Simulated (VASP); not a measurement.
Wanted: the native input for a VASP 6.6.1 run.

```yaml
Task: single point
Functional: PBE
Potentials_or_basis: VASP PAW PBE potentials, release 64 (Eu, O)
Cutoff: 600 eV
k_mesh: 6 × 6 × 6
Occupations: gaussian, width 0.05 eV
Spin: collinear spin, ferromagnetic start
Starting_moments: "[7.44, -0.09] μB"
Hubbard_terms: Eu f U = 7.0 eV
Dipole_correction: no
Further_INCAR_settings: ALGO = Normal; EDIFF = 1e-06; NBANDS = 22
```

The structure of EuO lies in POSCAR:

```
EuO
1.0
    0.0000000000      2.5719519700      2.5719519700
    2.5719519700      0.0000000000      2.5719519700
    2.5719519700      2.5719519700      0.0000000000
Eu O
1 1
Direct
    0.5000000000      0.5000000000      0.5000000000
    0.0000000000      0.0000000000      0.0000000000
```

The input as run:

INCAR

```
PREC     = Accurate       # precision mode
ENCUT    = 600            # plane-wave cutoff, eV
EDIFF    = 1E-6           # SCF threshold, eV
ISMEAR   = 0              # smearing method
SIGMA    = 0.05           # smearing width, eV
LREAL    = F              # projectors in reciprocal space
LASPH    = T              # aspherical terms in the spheres
NELM     = 200            # most SCF steps
ALGO     = Normal         # electronic algorithm
ISIF     = 2              # what is computed and relaxed
LWAVE    = F              # write WAVECAR
LCHARG   = F              # write CHGCAR
ISPIN    = 2              # spin polarisation
MAGMOM   = 7.44 -0.09     # initial moments
LORBIT   = 11             # projections on sites
LMAXMIX  = 6              # l up to which the mixer works
LDAU     = T              # DFT+U
LDAUTYPE = 2            
LDAUL    = 3 -1           # shell
LDAUU    = 7 0            # U, eV
LDAUJ    = 0 0          
LDAUPRINT= 1            
GGA      = PE             # functional
NBANDS   = 22             # bands
GGA_COMPAT= F
```

KPOINTS

```
Automatic mesh
0
Gamma
  6 6 6
```

Potentials or basis: VASP PAW PBE potentials, release 64 (Eu, O).

Run with:

```bash
$ cat potpaw_PBE.64/Eu/POTCAR potpaw_PBE.64/O/POTCAR > POTCAR
$ mpirun -np 1 vasp_std > vasp.out
```

It gave:

```json
{
  "Pressure": "2.0 GPa",
  "Band gap on the k mesh": "0.27 eV (least direct gap 0.45 eV)",
  "Net moment": "7.00 μB per cell",
  "Site moments": "Eu +6.74; O -0.09 μB",
  "Valence electrons inside the program's atomic spheres": "Eu 14.97; O 4.96"
}
```

Caveat: spin-orbit coupling is left out, which moves the levels of the heavy elements; a cell with one magnetic atom can't hold antiferromagnetic order, which such compounds often take.

Run time: 110 s on 1 thread of Intel Xeon 8259CL, with other jobs on the host, peak memory 0.21 GiB.
